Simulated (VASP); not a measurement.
SiC (Moissanite 3C), 2 atoms in the cell. The structure is cubic, space group F-43m (No. 216). The conventional cell has a = 4.358 Å, b = 4.358 Å, c = 4.358 Å, α = 90.00°, β = 90.00°, γ = 90.00°. Within 2.5 Å of Si (site symmetry -43m) lie 4 C at 1.89 Å. Within 2.5 Å of C (site symmetry -43m) lie 4 Si at 1.89 Å. 

| Property | Result |
| --- | --- |
| Program | VASP 6.6.1 |
| Task | single point |
| Functional | LDA |
| Potentials or basis | VASP PAW LDA potentials, release 64 (Si, C) |
| Cutoff | 600 eV |
| k mesh | 9 × 9 × 9 |
| Occupations | methfessel-paxton, width 0.01 eV |
| Spin | no spin polarisation |
| Dipole correction | no |
| Further INCAR settings | ALGO = Normal; EDIFF = 1e-06; NBANDS = 11 |

Potentials or basis: VASP PAW LDA potentials, release 64 (Si, C).

Run with:

```bash
$ cat potpaw_LDA.64/Si/POTCAR potpaw_LDA.64/C/POTCAR > POTCAR
$ mpirun -np 1 vasp_std > vasp.out
```

Hardware: 1 thread of Intel(R) Xeon(R) Platinum 8559C (Emerald Rapids), on a shared host.

Problem. Estimate the wall time of this run.

Solution. Wall time 5.7 s on 1 thread of Intel(R) Xeon(R) Platinum 8559C (Emerald Rapids), with other jobs on the host, peak memory 0.13 GiB. Counts: scf iterations 11, k points 35.
